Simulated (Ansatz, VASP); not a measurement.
## One calculation of TaN, two programs

```
Ta N
1.0
     2.93800    0.00000    0.00000
    -1.46900    2.56983    0.00000
     0.00000    0.00000    2.88300
Ta N
1 1
Cartesian
  0.0000 1.7132 1.4415
  0.0000 0.0000 0.0000
```

Change from the starting cell: strain +0.0100 x Voigt [0, 1, 0, 0, 0, 0], atoms carried along.

Alike in both runs: task single point; functional PBEsol; k mesh 18 × 18 × 16; occupations gaussian, width 0.15 eV; no spin polarisation.

```csv
,VASP,Ansatz
version,VASP 6.6.1,Ansatz 0.2.0
potentials or method,"VASP PAW PBE potentials, release 64 (Ta_pv, N), cutoff 520 eV","scalar-relativistic, plane waves, PAW"
valence electrons in the cell,16,18
```

VASP gave:

| Property | Result |
| --- | --- |
| gap on the k mesh at the Fermi level (eV) | none |
| pressure (GPa) | -7.3 |
| traceless stress, the component that is largest in VASP (GPa) | -3.03 |
| rms of the force components (eV/Å) | 0.008 |

**Question.** Which values does Ansatz return?

**Answer.** gap on the k mesh at the Fermi level (eV): none; pressure (GPa): -8.0; traceless stress, the component that is largest in VASP (GPa): -2.97; rms of the force components (eV/Å): 0.007.

VASP's potentials were made for PBE, not for PBEsol. Atom by atom the forces differ by 0.001 eV/Å (rms over components). A gap of «none» marks a metal or a gap that the smearing closes. With one functional, cell and mesh, what is left measures potentials, basis and numerics. VASP's potentials hold 16 valence electrons a cell and Ansatz's 18, so a difference there can come from the potentials and not from the codes.

Spin-orbit coupling is off throughout.
